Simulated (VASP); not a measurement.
# Sn (P6/mmm) in VASP: a series of runs

The runs below take Sn through single point, with LDA.

Everything below comes from runs of VASP 6.6.1. Logs are shortened: lines on timing, memory, paths and dates and some standing lists are left out, and cuts for length are marked.

## Step 1: The cell of the first run

It takes space group P6/mmm (No. 191, hexagonal). Conventional cell: a = 3.070 Å, b = 3.070 Å, c = 2.853 Å, α = 90.00°, β = 90.00°, γ = 120.00°. Sn (site symmetry 6/mmm) has 8 Sn at 2.85 to 3.07 Å within 3.8 Å.

This isn't the form of Sn at room conditions, which is tetragonal (white tin).

## Step 2: Single point, LDA

INCAR reads:

```
ALGO = Normal ; EDIFF = 1E-6
ENCUT = 520 ; ISIF = 2
ISMEAR = -1 ; LASPH = True
LCHARG = False ; LREAL = False
LWAVE = False ; NBANDS = 13
NELM = 100 ; PREC = Accurate
SIGMA = 0.05
```

KPOINTS reads:

```
k-points
0
Gamma
  14 14 13
```

POSCAR reads:

```
Sn
1.0
    3.0702247722      0.0000000000      0.0000000000
   -1.5351123861      2.6588926481      0.0000000000
    0.0000000000      0.0000000000      2.8532287184
Sn
1
Direct
    0.0000000000      0.0000000000      0.0000000000
```

Potentials or basis: VASP PAW LDA potentials, release 64 (Sn_d).

The run is started by

```bash
$ cat potpaw_LDA.64/Sn_d/POTCAR > POTCAR
$ mpirun -np 1 vasp_std > vasp.out
```

OUTCAR:

```text
EDIFF = 1E-6
   ENCUT = 520
   ISIF = 2
   ISMEAR = -1
   LASPH = True
   LREAL = False
   NELM = 100
   PREC = Accurate

 ion  position               nearest neighbor table
   1  0.000  0.000  0.000-

  LATTYP: Found a hexagonal cell.
 ALAT       =     3.0702247722
 C/A-ratio  =     0.9293224210

  Lattice vectors:

 A1 = (   3.0702247722,   0.0000000000,   0.0000000000)
 A2 = (  -1.5351123861,   2.6588926481,   0.0000000000)
 A3 = (   0.0000000000,   0.0000000000,   2.8532287184)

Analysis of symmetry for initial positions (statically):
=====================================================================
 Subroutine PRICEL returns:
 Original cell was already a primitive cell.

 Routine SETGRP: Setting up the symmetry group for a
 hexagonal supercell.

 Subroutine GETGRP returns: Found 24 space group operations
 (whereof 24 operations were pure point group operations)
 out of a pool of 24 trial point group operations.

The static configuration has the point symmetry D_6h.

Analysis of symmetry for dynamics (positions and initial velocities):
=====================================================================
 Subroutine PRICEL returns:
 Original cell was already a primitive cell.

 Routine SETGRP: Setting up the symmetry group for a
 hexagonal supercell.

 Subroutine GETGRP returns: Found 24 space group operations
 (whereof 24 operations were pure point group operations)
 out of a pool of 24 trial point group operations.

The dynamic configuration has the point symmetry D_6h.

 Subroutine INISYM returns: Found 24 space group operations
 (whereof 24 operations are pure point group operations),
 and found     1 'primitive' translations

----------------------------------------------------------------------------------------

                                     Primitive cell

  volume of cell :      23.2920

  direct lattice vectors                    reciprocal lattice vectors
     3.070224772  0.000000000  0.000000000     0.325709052  0.188048209  0.000000000
    -1.535112386  2.658892648  0.000000000     0.000000000  0.376096418  0.000000000
     0.000000000  0.000000000  2.853228718     0.000000000  0.000000000  0.350480140

  length of vectors
     3.070224772  3.070224772  2.853228718     0.376096418  0.376096418  0.350480140

  position of ions in fractional coordinates (direct lattice)
     0.000000000  0.000000000  0.000000000

  ion indices of the primitive-cell ions
   primitive index   ion index
                 1           1

----------------------------------------------------------------------------------------

 KPOINTS: k-points

Automatic generation of k-mesh.
 Grid dimensions read from file:
 generate k-points for:   14   14   13

 Generating k-lattice:

  Cartesian coordinates                     Fractional coordinates (reciprocal lattice)
     0.023264932  0.013432015  0.000000000     0.071428571  0.000000000  0.000000000
     0.000000000  0.026864030  0.000000000     0.000000000  0.071428571  0.000000000
     0.000000000  0.000000000  0.026960011     0.000000000  0.000000000  0.076923077

  Length of vectors
     0.026864030  0.026864030  0.026960011

  Shift w.r.t. Gamma in fractional coordinates (k-lattice)
     0.000000000  0.000000000  0.000000000

 Subroutine IBZKPT returns following result:
 ===========================================

 Found    168 irreducible k-points:

 Following reciprocal coordinates:
            Coordinates               Weight
  0.000000  0.000000  0.000000      1.000000
  0.071429  0.000000  0.000000      6.000000
  0.142857  0.000000  0.000000      6.000000
  0.214286  0.000000  0.000000      6.000000
  0.285714  0.000000  0.000000      6.000000
  0.357143  0.000000  0.000000      6.000000
[... 16 lines left out ...]
  0.285714  0.285714  0.000000      6.000000
  0.357143  0.285714  0.000000      6.000000
 [... further k-points ...]
   k-points           NKPTS =    168   k-points in BZ     NKDIM =    168   number of bands    NBANDS=     13
   number of dos      NEDOS =    301   number of ions     NIONS =      1
   total plane-waves  NPLWV =  13824
   dimension x,y,z NGX =    24 NGY =   24 NGZ =   24
   dimension x,y,z NGXF=    48 NGYF=   48 NGZF=   48
   ions per type =               1
   NGX,Y,Z   is equivalent  to a cutoff of  13.00, 13.00, 13.98 a.u.
   NGXF,Y,Z  is equivalent  to a cutoff of  25.99, 25.99, 27.97 a.u.
 SYSTEM =  unknown system
   PREC   = accura    normal or accurate (medium, high low for compatibility)
   ISTART =      0    job   : 0-new  1-cont  2-samecut
   ICHARG =      2    charge: 1-file 2-atom 10-const
   ISPIN  =      1    spin polarized calculation?
   LNONCOLLINEAR =      F non collinear calculations
   LSORBIT =      F    spin-orbit coupling
   LASPH  =      T    aspherical Exc in radial PAW
   ENCUT  =  520.0 eV  38.22 Ry    6.18 a.u.   5.71  5.71  5.31*2*pi/ulx,y,z
   NELM   =    100;   NELMIN=  2; NELMDL= -5     # of ELM steps
   EDIFF  = 0.1E-05   stopping-criterion for ELM
   LREAL  =      F    real-space projection
   EDIFFG = 0.1E-04   stopping-criterion for IOM
   NSW    =      0    number of steps for IOM
   IBRION =     -1    ionic relax: 0-MD 1-quasi-New 2-CG
   NFREE  =      0    steps in history (QN), initial steepest desc. (CG)
   ISIF   =      2    stress and relaxation
   ISYM   =      2    0-nonsym 1-usesym 2-fastsym
   POTIM  = 0.5000    time-step for ionic-motion
   TEBEG  =    0.0;   TEEND  =   0.0 temperature during run
   PSTRESS=    0.0 pullay stress
   NELECT =      14.0000    total number of electrons
   NUPDOWN=      -1.0000    fix difference up-down
   EMIN   =  10.00;   EMAX   =-10.00  energy-range for DOS
   EFERMI =   0.00;   METHOD = LEGACY
   ISMEAR =    -1;   SIGMA  =   0.05  broadening in eV -4-tet -1-fermi 0-gaus
   EFERMI_NEDOS =   21; number of points for ismear=-14 and -15
   IALGO  =     38    algorithm
   IMIX   =      4    mixing-type and parameters
     AMIX     =   0.40;   BMIX     =  1.00
     AMIX_MAG =   1.60;   BMIX_MAG =  1.00
  volume/ion in A,a.u.               =      23.29       157.18
  Fermi-wavevector in a.u.,A,eV,Ry     =   1.381598  2.610841 25.970973  1.908813
  Thomas-Fermi vector in A             =   2.506367
   LORBIT       =      0    0 simple, 1 ext, 2 COOP (PROOUT), +10 PAW based schemes
   GGA     = CA    functional components
   LHFCALC =     F    Hartree Fock is set to
   AEXX    =    0.0000 exact exchange contribution
   IVDW    =     0    specifies the selected vdW correction
   LEPSILON=     F    determine dielectric tensor
   LRPA    =     F    only Hartree local field effects (RPA)
 non-spin polarized calculation
  energy-cutoff  :      520.00
  volume of cell :       23.29
 maximum number of plane-waves:       646
 NGX is ok and might be reduce to    24
   NGX = 11   NGY = 11   NGZ = 11

 number of electron      13.9999996 magnetization

 Free energy of the ion-electron system (eV)
  ---------------------------------------------------
  ext. energy  EPLUGINS =         0.00000000
  ---------------------------------------------------
  free energy    TOTEN  =        -4.41367372 eV

  energy without entropy =       -4.40982226  energy(sigma->0) =       -4.41174799

 E-fermi :   9.8255     XC(G=0): -11.2914

 val. band max:        9.8112522468   @ k =   0.2857   0.2857   0.4615
 cond. band min:       9.8767187703   @ k =   0.2143   0.1429   0.1538
 fundamental gap:      0.0654665235
 Fermi energy:         9.8255100701

 k-point     1 :       0.0000    0.0000    0.0000
  band No.  band energies     occupation
      1     -12.1523      2.00000
      2     -11.8242      2.00000
      3     -11.8242      2.00000
      4     -11.4961      2.00000
      5     -11.4961      2.00000
      6      -2.6353      2.00000
      7      15.9396      0.00000
      8      17.6525      0.00000
      9      17.6525      0.00000
     10      19.6700      0.00000
     11      20.8571      0.00000
     12      22.5926      0.00000
     13      22.5926      0.00000

 k-point     2 :       0.0714    0.0000    0.0000
  band No.  band energies     occupation
      1     -12.1442      2.00000
      2     -11.8275      2.00000
      3     -11.8083      2.00000
      4     -11.5030      2.00000
      5     -11.4977      2.00000
      6      -2.5202      2.00000
      7      16.0707      0.00000
      8      16.4472      0.00000
      9      17.2221      0.00000
     10      19.7759      0.00000
     11      20.1598      0.00000
     12      23.1731      0.00000
     13      23.7858      0.00000

 k-point     3 :       0.1429    0.0000    0.0000
  band No.  band energies     occupation
      1     -12.1229      2.00000
      2     -11.8358      2.00000
      3     -11.7634      2.00000
      4     -11.5221      2.00000
      5     -11.5023      2.00000
      6      -2.1736      2.00000
      7      14.1495      0.00000
      8      16.3070      0.00000
      9      16.4588      0.00000
     10      19.1163      0.00000
     11      20.2889      0.00000
     12      24.5324      0.00000
     13      25.1112      0.00000

 k-point     4 :       0.2143    0.0000    0.0000
  band No.  band energies     occupation
      1     -12.0971      2.00000
      2     -11.8437      2.00000
      3     -11.6979      2.00000
      4     -11.5497      2.00000
      5     -11.5088      2.00000
      6      -1.5929      2.00000
      7      11.7118      0.00000
      8      15.3345      0.00000
      9      17.0869      0.00000
     10      18.4670      0.00000
     11      20.6410      0.00000
     12      26.2141      0.00000
     13      26.7404      0.00000

 k-point     5 :       0.2857    0.0000    0.0000
  band No.  band energies     occupation
      1     -12.0776      2.00000
      2     -11.8446      2.00000
      3     -11.6242      2.00000
      4     -11.5800      2.00000
      5     -11.5161      2.00000
      6      -0.7778      2.00000
      7       9.3701      1.99978
      8      14.4846      0.00000
      9      17.9209      0.00000
     10      17.9649      0.00000
     11      21.0977      0.00000
     12      27.9263      0.00000
     13      28.4585      0.00000
[... 257 lines left out ...]
 k-point    22 :       0.3571    0.2143    0.0000
  band No.  band energies     occupation
      1     -11.9951      2.00000
      2     -11.7796      2.00000
      3     -11.6134      2.00000
      4     -11.5877      2.00000
      5     -11.5608      2.00000
      6       2.6839      2.00000
      7       5.3909      2.00000
      8       8.7412      2.00000
      9      20.8689      0.00000
     10      22.8604      0.00000
     11      23.2461      0.00000
     12      25.7106      0.00000
     13      25.7385      0.00000

 k-point    23 :       0.2857    0.2857    0.0000
  band No.  band energies     occupation
      1     -11.9814      2.00000
      2     -11.7593      2.00000
      3     -11.6186      2.00000
      4     -11.6057      2.00000
      5     -11.5705      2.00000
      6       2.6541      2.00000
      7       6.2131      2.00000
      8       7.6357      2.00000
      9      20.9530      0.00000
     10      23.1984      0.00000
     11      25.0917      0.00000
     12      25.3460      0.00000
     13      26.1868      0.00000

 k-point    24 :       0.3571    0.2857    0.0000
  band No.  band energies     occupation
      1     -11.9743      2.00000
      2     -11.7262      2.00000
      3     -11.6471      2.00000
      4     -11.6011      2.00000
      5     -11.5803      2.00000
      6       3.2770      2.00000
      7       5.7839      2.00000
      8       7.1060      2.00000
      9      21.3519      0.00000
     10      23.8496      0.00000
     11      24.5501      0.00000
     12      25.5065      0.00000
     13      25.9114      0.00000

 [... further k-points ...]

------------------------ aborting loop because EDIFF is reached ----------------------------------------

  FORCE on cell =-STRESS in cart. coord.  units (eV):
  Direction    XX          YY          ZZ          XY          YZ          ZX
  --------------------------------------------------------------------------------------
  -------------------------------------------------------------------------------------
  Total        1.3254062      1.3254062      1.3081302      0.0000000     -0.0000000      0.0000000
  in kB       91.1700138     91.1700138     89.9816591      0.0000000     -0.0000000      0.0000000
  external PRESSURE =      90.7738956 kB  Pullay stress =       0.0000000 kB

 VOLUME and BASIS-vectors are now :
 -----------------------------------------------------------------------------
  energy-cutoff  :      520.00
  volume of cell :       23.29
      direct lattice vectors                 reciprocal lattice vectors
     3.070224772  0.000000000  0.000000000     0.325709052  0.188048209  0.000000000
    -1.535112386  2.658892648  0.000000000     0.000000000  0.376096418  0.000000000
     0.000000000  0.000000000  2.853228718     0.000000000  0.000000000  0.350480140

 POSITION                                       TOTAL-FORCE (eV/Angst)
 -----------------------------------------------------------------------------------
      0.00000      0.00000      0.00000         0.000000      0.000000      0.000000
 -----------------------------------------------------------------------------------
    total drift:                                0.000000     -0.000000      0.000000

  FREE ENERGIE OF THE ION-ELECTRON SYSTEM (eV)
  ---------------------------------------------------
  free  energy   TOTEN  =        -4.4136737243 eV

  energy  without entropy=       -4.4098222567  energy(sigma->0) =       -4.41174799
```

Run time: 13 s. Hardware: 1 thread of Intel Xeon 6975P-C (Granite Rapids), shared host; peak memory 0.16 GiB.

Results:

* Free energy: -4.4137 eV
* Pressure: 9.1 GPa
* Band gap on the k mesh: zero (bands 7 and 8 overlap by 8.96 eV)

Caveat: the cell stands under pressure; spin-orbit coupling is left out, which moves the levels of the heavy elements.

## Step 3: Single point, LDA

INCAR reads:

```
SYSTEM = Sn
  PREC = Accurate
  ENCUT = 520
  EDIFF = 1E-7
  ISMEAR = -1
  SIGMA = 0.05
  LREAL = .False.
  LASPH = .True.
  NELM = 100
  ALGO = Normal
  ISIF = 2
  LWAVE = .False.
  LCHARG = .False.
  GGA = CA
  NBANDS = 13
```

KPOINTS reads:

```
regular mesh
0
Gamma
  14 14 13
  0 0 0
```

POSCAR reads:

```
Sn
1.0
    3.0707980142      0.0000000000      0.0000000000
   -1.5353990071      2.6593890902      0.0000000000
    0.0000000000      0.0000000000      2.8533209193
Sn
1
Direct
    0.0000000000      0.0000000000      0.0000000000
```

Potentials or basis: VASP PAW LDA potentials, release 64 (Sn_d).

The run is started by

```bash
$ cat potpaw_LDA.64/Sn_d/POTCAR > POTCAR
$ mpirun -np 1 vasp_std > vasp.out
```

Wall time 13 s (1 thread of Intel Xeon 6975P-C (Granite Rapids), shared host); peak memory 0.16 GiB.

Results (log left out):

| Quantity | Value |
| --- | --- |
| Free energy | -4.4142 eV |
| Pressure | 9.0 GPa |
| Band gap on the k mesh | zero (bands 7 and 8 overlap by 8.97 eV) |

Levels at points of the mesh, in eV from the Fermi level:
```tsv
k point	band 3	band 4	band 5	band 6	band 7	band 8	band 9	band 10	band 11	band 12
(0.00, 0.00, 0.00)	-21.65	-21.32	-21.32	-12.46	6.12	7.82	7.82	9.85	11.03	12.76
(0.50, 0.00, 0.00)	-21.46	-21.35	-21.32	-7.48	-5.61	3.47	7.50	10.44	12.69	15.26
```

Caveat: the cell stands under pressure; spin-orbit coupling is left out, which moves the levels of the heavy elements.

(Continued in part 2 of 2.)

The gap in the log of VASP goes by the Fermi energy; the results here count the filled bands.